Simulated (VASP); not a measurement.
**Si16N (a cell with a defect): single point with PBEsol**

The system is Si16N (a cell with a defect).

```
Si N
1.0
     0.00000    5.43000    5.43000
     5.43000    0.00000    5.43000
     5.43000    5.43000    0.00000
Si N
16 1
Direct
  0.99361 0.01395 0.99376
  0.10466 0.16326 0.10442
  0.05531 0.97200 0.47198
  0.13233 0.12088 0.62092
  0.01708 0.51752 0.01786
  0.14206 0.64230 0.14248
  0.99364 0.49373 0.51414
  0.10461 0.60449 0.66349
  0.47207 0.97208 0.05505
  0.62077 0.12085 0.13239
  0.50751 0.00753 0.50754
  0.63429 0.13403 0.63383
  0.51369 0.49366 0.99371
  0.66294 0.60459 0.10447
  0.47204 0.55517 0.47203
  0.62078 0.63237 0.62091
  0.32540 0.82535 0.32531
```

* Program: VASP 6.6.1
* Task: single point
* Functional: PBEsol
* Potentials or basis: VASP PAW PBE potentials, release 64 (Si, N)
* Cutoff: 520 eV
* k mesh: 2 × 2 × 2
* Occupations: fermi-dirac, width 0.02 eV
* Spin: collinear spin, ferromagnetic start
* Starting moments: [0.0, 0.0, 0.0, 0.0, 0.0, 0.0, 0.0, 0.0, 0.0, 0.0, 0.0, 0.0, 0.0, 0.0, 0.0, 0.0, 1.0] μB

```yaml
Pressure: 1.4 GPa
Largest_force: 0.041 eV/Å
Net_moment: 0.01 μB per cell
Valence_electrons_inside_the_program's_atomic_spheres: Si 1.69, 1.65, 1.76, 1.58 (each value once); N 3.73
```

Forces in eV/Å, atoms in the order of the input:
```
Si   0.000  0.008  0.001
Si   0.004 -0.017 -0.002
Si   0.039 -0.009 -0.009
Si  -0.013 -0.004 -0.001
Si  -0.017 -0.011 -0.007
Si   0.008  0.009  0.009
Si   0.002  0.003  0.007
Si   0.000 -0.003 -0.018
Si  -0.006 -0.007  0.032
Si  -0.004 -0.001 -0.012
Si   0.006  0.005  0.005
Si   0.006  0.005  0.003
Si   0.009 -0.001 -0.001
Si  -0.015  0.006  0.003
Si  -0.007  0.035 -0.008
Si  -0.005 -0.013  0.000
N   -0.007 -0.004 -0.001
```

Stress tensor (GPa, compression positive):
```
 1.40 -0.18 -0.17
-0.18  1.39 -0.17
-0.17 -0.17  1.39
```

Levels at points of the mesh, in eV from the Fermi level:
Spin up:
| k point | band 32 | band 33 | band 34 | band 35 | band 36 | band 37 | band 38 | band 39 |
| --- | --- | --- | --- | --- | --- | --- | --- | --- |
| (0.00, 0.00, 0.00) | -0.13 | -0.13 | 0.44 | 0.61 | 0.61 | 1.05 | 1.05 | 1.11 |
| (0.50, 0.00, 0.00) | -0.63 | -0.51 | -0.43 | -0.01 | 1.49 | 1.57 | 1.62 | 1.81 |
| (0.00, 0.50, 0.00) | -0.63 | -0.51 | -0.43 | -0.02 | 1.49 | 1.57 | 1.62 | 1.81 |
| (0.00, 0.00, 0.50) | -0.63 | -0.51 | -0.43 | -0.02 | 1.49 | 1.57 | 1.62 | 1.81 |
| (0.50, 0.50, 0.50) | -0.78 | -0.49 | -0.49 | 0.79 | 0.79 | 1.51 | 1.56 | 1.56 |
| (0.50, 0.50, 0.00) | -1.07 | -0.95 | -0.66 | -0.26 | 1.35 | 1.43 | 1.61 | 2.47 |
| (0.00, 0.50, 0.50) | -1.07 | -0.94 | -0.66 | -0.26 | 1.35 | 1.43 | 1.61 | 2.47 |
| (0.50, 0.00, 0.50) | -1.07 | -0.95 | -0.66 | -0.26 | 1.35 | 1.43 | 1.61 | 2.47 |
Spin down:
| k point | band 32 | band 33 | band 34 | band 35 | band 36 | band 37 | band 38 | band 39 |
| --- | --- | --- | --- | --- | --- | --- | --- | --- |
| (0.00, 0.00, 0.00) | -0.13 | -0.13 | 0.45 | 0.61 | 0.61 | 1.05 | 1.05 | 1.11 |
| (0.50, 0.00, 0.00) | -0.63 | -0.51 | -0.43 | -0.01 | 1.49 | 1.58 | 1.62 | 1.81 |
| (0.00, 0.50, 0.00) | -0.63 | -0.51 | -0.43 | -0.01 | 1.49 | 1.58 | 1.62 | 1.81 |
| (0.00, 0.00, 0.50) | -0.63 | -0.51 | -0.43 | -0.01 | 1.49 | 1.57 | 1.62 | 1.81 |
| (0.50, 0.50, 0.50) | -0.78 | -0.49 | -0.49 | 0.79 | 0.79 | 1.51 | 1.56 | 1.56 |
| (0.50, 0.50, 0.00) | -1.07 | -0.94 | -0.66 | -0.26 | 1.35 | 1.43 | 1.61 | 2.47 |
| (0.00, 0.50, 0.50) | -1.07 | -0.94 | -0.66 | -0.26 | 1.35 | 1.43 | 1.61 | 2.47 |
| (0.50, 0.00, 0.50) | -1.07 | -0.94 | -0.66 | -0.26 | 1.35 | 1.43 | 1.61 | 2.47 |

It took 4.1 min on 1 thread of Intel(R) Xeon(R) 6975P-C (Granite Rapids), on a shared host, peak memory 0.7 GiB.

Caveat: the k points lie up to 0.50 Å⁻¹ apart; the PAW data sets were made with another functional, which shifts forces and pressure a little.
